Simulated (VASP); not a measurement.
# In2Sb (P6_3/mmc) in VASP: further runs

The runs below take In2Sb through single point, with PBEsol.

Program: VASP 6.6.1. These are calculated values, not measurements. Logs are shortened: lines on timing, memory, paths and dates and some standing lists are left out, and cuts for length are marked.

### 1 The cell of the first run

The structure is hexagonal, space group P6_3/mmc (No. 194). The conventional cell has a = 5.380 Å, b = 5.380 Å, c = 6.723 Å, α = 90.00°, β = 90.00°, γ = 120.00°. Within 4.1 Å of In (site symmetry -6m2) lie 5 Sb at 3.11 to 3.36 Å and 6 In at 3.53 Å. Within 4.4 Å of In (site symmetry -3m) lie 8 In at 3.36 to 3.53 Å and 6 Sb at 3.53 Å. Within 4.1 Å of Sb (site symmetry -6m2) lie 11 In at 3.11 to 3.53 Å.

### 2 Single point, PBEsol

The input, INCAR:

```
PREC = Accurate
ENCUT = 520
EDIFF = 1E-6
ISMEAR = 0
SIGMA = 0.1
LREAL = F
LASPH = T
NELM = 100
ALGO = Fast
ISIF = 2
LWAVE = F
LCHARG = T
GGA = PS
LELF = T
LVHAR = T
NBANDS = 40
```

The input, KPOINTS:

```
Automatic mesh
0
Gamma
  3 3 4
```

The input, POSCAR:

```
In2Sb
1.0
    5.3799042018      0.0000000000      0.0000000000
   -2.6899521009      4.6591337087      0.0000000000
    0.0000000000      0.0000000000      6.7225520000
In Sb
4 2
Direct
    0.6666666667      0.3333333333      0.2500000000
    0.3333333333      0.6666666667      0.7500000000
    0.0000000000      0.0000000000      0.5000000000
    0.0000000000      0.0000000000      0.0000000000
    0.6666666667      0.3333333333      0.7500000000
    0.3333333333      0.6666666667      0.2500000000
```

Potentials or basis: VASP PAW PBE potentials, release 64 (In_d, Sb).

Started as:

```console
$ cat potpaw_PBE.64/In_d/POTCAR potpaw_PBE.64/Sb/POTCAR > POTCAR
$ mpirun -np 1 vasp_std > vasp.out
```

OUTCAR:

```text
PREC = Accurate
   ENCUT = 520
   EDIFF = 1E-6
   ISMEAR = 0
   LREAL = F
   LASPH = T
   NELM = 100
   ISIF = 2
   GGA = PS

 ion  position               nearest neighbor table
   1  0.667  0.333  0.250-   6 3.11   6 3.11   6 3.11   5 3.36   5 3.36   3 3.53   4 3.53   3 3.53
                             4 3.53   3 3.53   4 3.53
   2  0.333  0.667  0.750-   5 3.11   5 3.11   5 3.11   6 3.36   6 3.36   3 3.53   4 3.53   4 3.53
                             3 3.53   4 3.53   3 3.53
   3  0.000  0.000  0.500-   4 3.36   4 3.36   1 3.53   5 3.53   6 3.53   2 3.53   1 3.53   5 3.53
                             2 3.53   6 3.53   1 3.53   5 3.53   2 3.53   6 3.53
   4  0.000  0.000  0.000-   3 3.36   3 3.36   1 3.53   5 3.53   6 3.53   2 3.53   1 3.53   5 3.53
                             2 3.53   6 3.53   1 3.53   5 3.53   2 3.53   6 3.53
   5  0.667  0.333  0.750-   2 3.11   2 3.11   2 3.11   1 3.36   1 3.36   3 3.53   4 3.53   3 3.53
                             4 3.53   3 3.53   4 3.53
   6  0.333  0.667  0.250-   1 3.11   1 3.11   1 3.11   2 3.36   2 3.36   3 3.53   4 3.53   4 3.53
                             3 3.53   4 3.53   3 3.53

  LATTYP: Found a hexagonal cell.
 ALAT       =     5.3799042018
 C/A-ratio  =     1.2495672317

  Lattice vectors:

 A1 = (   5.3799042018,   0.0000000000,   0.0000000000)
 A2 = (  -2.6899521009,   4.6591337087,   0.0000000000)
 A3 = (   0.0000000000,   0.0000000000,   6.7225520000)

Analysis of symmetry for initial positions (statically):
=====================================================================
 Subroutine PRICEL returns:
 Original cell was already a primitive cell.

 Routine SETGRP: Setting up the symmetry group for a
 hexagonal supercell.

 Subroutine GETGRP returns: Found 24 space group operations
 (whereof 12 operations were pure point group operations)
 out of a pool of 24 trial point group operations.

The static configuration has the point symmetry D_3d.
 The point group associated with its full space group is D_6h.

Analysis of symmetry for dynamics (positions and initial velocities):
=====================================================================
 Subroutine PRICEL returns:
 Original cell was already a primitive cell.

 Routine SETGRP: Setting up the symmetry group for a
 hexagonal supercell.

 Subroutine GETGRP returns: Found 24 space group operations
 (whereof 12 operations were pure point group operations)
 out of a pool of 24 trial point group operations.

The dynamic configuration has the point symmetry D_3d.
 The point group associated with its full space group is D_6h.

 Subroutine INISYM returns: Found 24 space group operations
[... 95 lines left out ...]
   ISIF   =      2    stress and relaxation
   ISYM   =      2    0-nonsym 1-usesym 2-fastsym
   POTIM  = 0.5000    time-step for ionic-motion
   TEBEG  =    0.0;   TEEND  =   0.0 temperature during run
   PSTRESS=    0.0 pullay stress
   NELECT =      62.0000    total number of electrons
   NUPDOWN=      -1.0000    fix difference up-down
   EMIN   =  10.00;   EMAX   =-10.00  energy-range for DOS
   EFERMI =   0.00;   METHOD = LEGACY
   ISMEAR =     0;   SIGMA  =   0.10  broadening in eV -4-tet -1-fermi 0-gaus
   EFERMI_NEDOS =   21; number of points for ismear=-14 and -15
   IALGO  =     68    algorithm
   IMIX   =      4    mixing-type and parameters
     AMIX     =   0.40;   BMIX     =  1.00
     AMIX_MAG =   1.60;   BMIX_MAG =  1.00
  volume/ion in A,a.u.               =      28.08       189.52
  Fermi-wavevector in a.u.,A,eV,Ry     =   1.173097  2.216833 18.723762  1.376158
  Thomas-Fermi vector in A             =   2.309516
   LORBIT       =      0    0 simple, 1 ext, 2 COOP (PROOUT), +10 PAW based schemes
   GGA     = PS    functional components
   LHFCALC =     F    Hartree Fock is set to
   AEXX    =    0.0000 exact exchange contribution
   IVDW    =     0    specifies the selected vdW correction
   LEPSILON=     F    determine dielectric tensor
   LRPA    =     F    only Hartree local field effects (RPA)
 non-spin polarized calculation
 RMM-DIIS sequential band-by-band and
 Gauss-broadening in eV      SIGMA  =   0.10
  energy-cutoff  :      520.00
  volume of cell :      168.51
 maximum number of plane-waves:      4566
   NGX = 21   NGY = 21   NGZ = 25

 number of electron      62.0000005 magnetization

 Free energy of the ion-electron system (eV)
  ---------------------------------------------------
  ext. energy  EPLUGINS =         0.00000000
  ---------------------------------------------------
  free energy    TOTEN  =       -20.77124641 eV

  energy without entropy =      -20.74203372  energy(sigma->0) =      -20.75664007

 E-fermi :   6.9635     XC(G=0): -10.0782

 val. band max:        6.9249769328   @ k =   0.3333   0.0000   0.0000
 cond. band min:       6.9955083806   @ k =   0.3333   0.3333   0.0000
 fundamental gap:      0.0705314478
 Fermi energy:         6.9634777379

 k-point     1 :       0.0000    0.0000    0.0000
  band No.  band energies     occupation
      1      -7.6162      2.00000
      2      -7.6162      2.00000
      3      -7.6006      2.00000
      4      -7.5905      2.00000
      5      -7.5905      2.00000
      6      -7.5703      2.00000
[... 376 lines left out ...]
     39      12.2174      0.00000
     40      12.2175      0.00000

------------------------ aborting loop because EDIFF is reached ----------------------------------------

  FORCE on cell =-STRESS in cart. coord.  units (eV):
  Direction    XX          YY          ZZ          XY          YZ          ZX
  --------------------------------------------------------------------------------------
  -------------------------------------------------------------------------------------
  Total       -2.6588211     -2.6588211     -3.2498948      0.0000000      0.0000000     -0.0000000
  in kB      -25.2805090    -25.2805090    -30.9005348      0.0000000      0.0000000     -0.0000000
  external PRESSURE =     -27.1538509 kB  Pullay stress =       0.0000000 kB

 VOLUME and BASIS-vectors are now :
 -----------------------------------------------------------------------------
  energy-cutoff  :      520.00
  volume of cell :      168.51
      direct lattice vectors                 reciprocal lattice vectors
     5.379904202  0.000000000  0.000000000     0.185876916  0.107316087  0.000000000
    -2.689952101  4.659133709  0.000000000     0.000000000  0.214632175  0.000000000
     0.000000000  0.000000000  6.722552000     0.000000000  0.000000000  0.148753033

 POSITION                                       TOTAL-FORCE (eV/Angst)
 -----------------------------------------------------------------------------------
      2.68995      1.55304      1.68064        -0.000000      0.000000     -0.000000
     -0.00000      3.10609      5.04191         0.000000     -0.000000      0.000000
      0.00000      0.00000      3.36128        -0.000000      0.000000     -0.000000
      0.00000      0.00000      0.00000        -0.000000      0.000000     -0.000000
      2.68995      1.55304      5.04191         0.000000     -0.000000     -0.000000
     -0.00000      3.10609      1.68064        -0.000000      0.000000     -0.000000
 -----------------------------------------------------------------------------------
    total drift:                               -0.000000     -0.000000      0.000000

  FREE ENERGIE OF THE ION-ELECTRON SYSTEM (eV)
  ---------------------------------------------------
  free  energy   TOTEN  =       -20.7712464133 eV

  energy  without entropy=      -20.7420337222  energy(sigma->0) =      -20.75664007
```

stdout:

```text
POSCAR found type information on POSCAR InSb
 POSCAR found :  2 types and       6 ions
 scaLAPACK will be used
 -----------------------------------------------------------------------------
|                                                                             |
|                                                                             |
|     You enforced a specific xc type in the INCAR file but a different       |
|     I HOPE YOU KNOW WHAT YOU ARE DOING!                                     |
|                                                                             |
 -----------------------------------------------------------------------------

 LDA part: xc-table for (Slater+PW92), standard interpolation
 POSCAR, INCAR and KPOINTS ok, starting setup
 FFT: planning ... GRIDC
 FFT: planning ... GRID_SOFT
 FFT: planning ... GRID
 WAVECAR not read
 entering main loop
```

Wall time 1.9 min (1 thread of Intel Xeon 8259CL, shared host); peak memory 0.29 GiB.

What came out:

```yaml
Free_energy: -20.7712 eV
Pressure: -2.7 GPa
Band_gap_on_the_k_mesh: zero (band 31 reaches 7.65 eV, above the bottom of band 32 at 5.93 eV)
```

Caveat: the k points lie up to 0.45 Å⁻¹ apart; the PAW data sets were made with another functional, which shifts forces and pressure a little; spin-orbit coupling is left out, which moves the levels of the heavy elements.

### 3 Single point, PBEsol

The input, INCAR:

```
SYSTEM = In2Sb
PREC = Accurate
ENCUT = 520
EDIFF = 1E-6
ISMEAR = 0
SIGMA = 0.1
LREAL = .FALSE.
LASPH = .TRUE.
NELM = 60
ALGO = Fast
ISIF = 2
LWAVE = .FALSE.
LCHARG = .TRUE.
GGA = PS
LELF = .TRUE.
LVHAR = .TRUE.
NBANDS = 40
```

The input, KPOINTS:

```
Automatic mesh
0
G
  6 6 4
  0 0 0
```

POSCAR is that of step 2.

Potentials or basis: VASP PAW PBE potentials, release 64 (In_d, Sb).

Started as:

```console
$ cat potpaw_PBE.64/In_d/POTCAR potpaw_PBE.64/Sb/POTCAR > POTCAR
$ mpirun -np 1 vasp_std > vasp.out
```

Wall time 4 min (1 thread of Intel Xeon 8259CL, shared host); peak memory 0.33 GiB.

The run converged. Its results:

```
Free energy            : -20.8978 eV
Pressure               : -2.4 GPa
Band gap on the k mesh : zero (band 31 reaches 7.66 eV, above the bottom of band 32 at 5.94 eV)
```

Stress tensor (GPa, compression positive):
```
-2.29  0.00  0.00
 0.00 -2.29  0.00
 0.00  0.00 -2.73
```

Levels at points of the mesh, in eV from the Fermi level:
```csv
k point,band 29,band 30,band 31,band 32,band 33,band 34
"(0.00, 0.00, 0.00)",-1.76,-1.53,-0.49,-0.30,-0.30,0.11
"(0.50, 0.00, 0.00)",-1.64,-1.60,-1.14,1.33,1.63,2.34
"(0.00, 0.00, 0.50)",-1.86,-1.86,-1.03,-1.03,-0.22,-0.22
"(0.50, 0.00, 0.50)",-0.63,-0.63,0.49,0.49,2.41,2.41
```

Caveat: the PAW data sets were made with another functional, which shifts forces and pressure a little; spin-orbit coupling is left out, which moves the levels of the heavy elements.
